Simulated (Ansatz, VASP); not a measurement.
# Two plane-wave programs on RbBr

INCAR

```
SYSTEM = RbBr
  PREC = Accurate
  ENCUT = 500
  EDIFF = 1E-7
  ISMEAR = 0
  SIGMA = 0.1
  LREAL = .FALSE.
  LASPH = .TRUE.
  NELM = 120
  ALGO = Normal
  ISIF = 3
  LWAVE = .FALSE.
  LCHARG = .FALSE.
  GGA = PE
  IBRION = 2
  NSW = 90
  EDIFFG = -0.04
  GGA_COMPAT = .FALSE.
  NELMIN = 4
```

KPOINTS

```
regular mesh
0
G
  4 4 4
  0 0 0
```

File POSCAR:

```
RbBr
1.0
    0.0000000000      3.4936956019      3.4936956019
    3.4936956019      0.0000000000      3.4936956019
    3.4936956019      3.4936956019      0.0000000000
Rb Br
1 1
Direct
    0.0000000000      0.0000000000      0.0000000000
    0.5000000000      0.5000000000      0.5000000000
```

Input for Ansatz:

```yaml
crystal:
  lattice:
    - [0.0, 3.4936956019, 3.4936956019]
    - [3.4936956019, 0.0, 3.4936956019]
    - [3.4936956019, 3.4936956019, 0.0]
  atoms:
    - { symbol: Rb, position: [0.0, 0.0, 0.0] }
    - { symbol: Br, position: [0.5, 0.5, 0.5] }
basis:
  ecutwfc: 420
kpoints:
  mp_grid: { grid: [4, 4, 4] }
hamiltonian:
  xc: pbe
scf:
  occupations: { method: gaussian, width: 0.1 }
  lower_state_search: "off"
output:
  forces: true
  stress: true
  eigenvalues: true
relax:
  adjacent_minimum: "off"
  f_tol: 0.04
  max_steps: 70
  cell: { stress_tol: 0.4 }
```

Alike in both runs: task relaxation of cell and atoms; functional PBE; k mesh 4 × 4 × 4; occupations gaussian, width 0.1 eV; no spin polarisation.

```csv
,VASP,Ansatz
version,VASP 6.6.1,Ansatz 0.2.0
potentials or method,"VASP PAW PBE potentials, release 64 (Rb_sv, Br), cutoff 500 eV","scalar-relativistic, plane waves, PAW"
valence electrons in the cell,16,16
```

Ansatz gave:

- gap on the k mesh at the Fermi level, each at its own relaxed structure (eV): 4.22
- relaxed volume (Å³/atom): 42.64
- relaxed length of the cell vector where the two differ most in proportion (Å): 4.941

Q: What did VASP give for the same quantities?

A: gap on the k mesh at the Fermi level, each at its own relaxed structure (eV): 4.20; relaxed volume (Å³/atom): 42.94; relaxed length of the cell vector where the two differ most in proportion (Å): 4.952.
